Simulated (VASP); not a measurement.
The system is Sc.

```
Sc
1.0
     0.00000    2.27497    2.27497
     2.27497    0.00000    2.27497
     2.27497    2.27497    0.00000
Sc
1
Direct
  0.00000 0.00000 0.00000
```

This cell differs from its parent crystal: volume scaled by 1.02.

Base run:

| Item | Value |
| --- | --- |
| Program | VASP 6.6.1 |
| Functional | PBE |
| Potentials or basis | VASP PAW PBE potentials, release 64 (Sc_sv) |
| Cutoff | 520 eV |
| k mesh | 10 × 10 × 10 |
| Occupations | fermi-dirac, width 0.05 eV |
| Spin | no spin polarisation |

Its results: pressure 2.6 GPa.

Problem. The run is repeated on the same cell with these changes: functional from PBE to PBEsol; occupations from fermi-dirac, width 0.05 eV to tetrahedron. What comes out?

Solution. Pressure 0.0 GPa.

Caveats: the PAW data sets were made with another functional, which shifts forces and pressure a little (some runs); tetrahedron occupations give inexact forces and stress in metals (some runs).
